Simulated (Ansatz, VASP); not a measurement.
Pd in VASP and in Ansatz

File INCAR:

```
SYSTEM = Pd
AGGAC = 1.0 ; AGGAX = 1.0
ALDAC = 0.0 ; ALDAX = 1.0
ALGO = Normal ; EDIFF = 1E-7
ENCUT = 520 ; GGA = B5
ISIF = 2 ; ISMEAR = -1
ISPIN = 2 ; LASPH = .True.
LCHARG = .False. ; LMAXMIX = 4
LORBIT = 11 ; LREAL = .False.
LWAVE = .False. ; MAGMOM = 0.322 0.322
NBANDS = 21 ; NELM = 150
PREC = Accurate ; SIGMA = 0.05
```

File KPOINTS:

```
k-points
0
Gamma
  14 14 8
  0 0 0
```

Contents of POSCAR:

```
Pd
1.0
    2.7836224712      0.0000000000      0.0000000000
   -1.3918112356      2.4106877746      0.0000000000
    0.0000000000      0.0000000000      4.6995328814
Pd
2
Direct
    0.3333333333      0.6666666667      0.2500000000
    0.6666666667      0.3333333333      0.7500000000
```

Input for Ansatz:

```yaml
crystal:
  lattice:
    - [2.7836224712, 0.0, 0.0]
    - [-1.3918112356, 2.4106877746, 0.0]
    - [0.0, 0.0, 4.6995328814]
  atoms:
    - { symbol: Pd, position: [0.3333333333, 0.6666666667, 0.25], spin: 0.322 }
    - { symbol: Pd, position: [0.6666666667, 0.3333333333, 0.75], spin: 0.322 }
hamiltonian:
  xc: blyp
  pseudopotentials:
    kind: paw
    azcp:
      Pd: "pseudopotentials/Pd.paw.azcp"
basis:
  ecutwfc: 420
  fft_grid_basis: typed
kpoints:
  mp_grid: { grid: [14, 14, 8], shift: [0, 0, 0] }
magnetization:
  spin_polarized: true
scf:
  occupations: { method: fermi_dirac, width: 0.05 }
  lower_state_search: "off"
output:
  stress: true
```

Alike in both runs: task single point; functional BLYP; k mesh 14 × 14 × 8; occupations fermi-dirac, width 0.05 eV; collinear spin.

|  | VASP | Ansatz |
| --- | --- | --- |
| version | VASP 6.6.1 | Ansatz 0.2.0 |
| potentials or method | VASP PAW PBE potentials, release 64 (Pd), cutoff 520 eV | plane waves (420 eV) with PAW, scalar-relativistic |
| valence electrons in the cell | 20 | 36 |

|  | VASP | Ansatz | Ansatz less VASP |
| --- | --- | --- | --- |
| pressure (GPa) | 6.6 | 6.2 | -0.34 |
| traceless stress, the component that is largest in VASP (GPa) | -1.19 | -1.10 | +0.086 |
| net moment per atom (μB) | 0.32 | 0.32 | +0.002 |
| size of the moment on the site where the two differ most (μB) | 0.32 | 0.33 | +0.008 |

VASP's potentials were made for PBE, not for BLYP. Site moments also hang on the region over which each program counts them. With one functional, cell and mesh, what is left measures potentials, basis and numerics. VASP's potentials hold 20 valence electrons a cell and Ansatz's 36, so a difference there can come from the potentials and not from the codes.
